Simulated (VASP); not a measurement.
Wanted: the native input for a VASP 6.6.1 run.

| Quantity | Value |
| --- | --- |
| Task | band structure |
| Functional | TB-mBJ |
| Potentials or basis | VASP PAW PBE potentials, release 64 (Bi_d, Se) |
| Cutoff | 490 eV |
| k mesh | 8 × 8 × 8 |
| Occupations | gaussian, width 0.03 eV |
| Spin | no spin polarisation |
| Tolerance level | tight |
| Purpose | bands |
| Route | KPOINTS_OPT |
| Further INCAR settings | ALGO = Normal; EDIFF = 1e-07; NBANDS = 39 |

Crystal: Bi2Se3.

```
Bi Se
1.0
     2.07150    1.19598    9.54533
    -2.07150    1.19598    9.54533
     0.00000   -2.39196    9.54533
Bi Se
2 3
Direct
  0.59920 0.59920 0.59920
  0.40080 0.40080 0.40080
  0.78830 0.78830 0.78830
  0.21170 0.21170 0.21170
  0.00000 0.00000 0.00000
```

One way to write it, as run:

POSCAR

```
Bi2Se3
1.0
    2.0715000000      1.1959810826      9.5453333333
   -2.0715000000      1.1959810826      9.5453333333
    0.0000000000     -2.3919621653      9.5453333333
Bi Se
2 3
Direct
    0.5992000000      0.5992000000      0.5992000000
    0.4008000000      0.4008000000      0.4008000000
    0.7883000000      0.7883000000      0.7883000000
    0.2117000000      0.2117000000      0.2117000000
    0.0000000000      0.0000000000      0.0000000000
```

INCAR.step1

```
ISMEAR = 0
SIGMA = 0.03
LWAVE = T
LCHARG = F
NBANDS = 39
PREC = Accurate
LASPH = T
LREAL = F
ALGO = Normal
EDIFF = 1E-7
NELM = 120
GGA_COMPAT = F
ENCUT = 490
EFERMI = MIDGAP
GGA = PE
KPAR = 4
```

INCAR.step2

```
METAGGA = MBJ
ISMEAR = 0
SIGMA = 0.03
LWAVE = F
LCHARG = F
NBANDS = 39
PREC = Accurate
LASPH = T
LREAL = F
ALGO = Normal
EDIFF = 1E-7
NELM = 120
GGA_COMPAT = F
ENCUT = 490
EFERMI = MIDGAP
LMIXTAU = T
ISTART = 1
KPAR = 4
```

KPOINTS

```
Automatic mesh
0
Gamma
  8 8 8
  0 0 0
```

KPOINTS_OPT

```
path GLB1,BZGX,QFP1Z,LP
32
line-mode
reciprocal
 0.0000000000  0.0000000000  0.0000000000  G
 0.5000000000  0.0000000000  0.0000000000  L

 0.5000000000  0.0000000000  0.0000000000  L
 0.5000000000  0.1771325325 -0.1771325325  B1

 0.8228674675  0.5000000000  0.1771325325  B
 0.5000000000  0.5000000000  0.5000000000  Z

 0.5000000000  0.5000000000  0.5000000000  Z
 0.0000000000  0.0000000000  0.0000000000  G

 0.0000000000  0.0000000000  0.0000000000  G
 0.3385662663  0.0000000000 -0.3385662663  X

 0.6614337337  0.3385662663  0.0000000000  Q
 0.5000000000  0.5000000000  0.0000000000  F

 0.5000000000  0.5000000000  0.0000000000  F
 0.6614337337  0.6614337337  0.1771325325  P1

 0.6614337337  0.6614337337  0.1771325325  P1
 0.5000000000  0.5000000000  0.5000000000  Z

 0.5000000000  0.0000000000  0.0000000000  L
 0.8228674675  0.3385662663  0.3385662663  P
```

Potentials or basis: VASP PAW PBE potentials, release 64 (Bi_d, Se).

Run with:

```console
$ cat potpaw_PBE.64/Bi_d/POTCAR potpaw_PBE.64/Se/POTCAR > POTCAR
$ cp INCAR.step1 INCAR
$ mpirun -np 4 vasp_std > vasp.out
$ cp INCAR.step2 INCAR
$ mpirun -np 4 vasp_std > vasp.out
```

It gave:

The band gap on the k mesh is 0.71 eV and the band gap along the path is 0.71 eV.

Caveat: spin-orbit coupling is left out, which moves the levels of the heavy elements.

It took 30 min on 4 MPI ranks on Intel(R) Xeon(R) 6975P-C (Granite Rapids) (shared host), peak memory 1.1 GiB a rank.
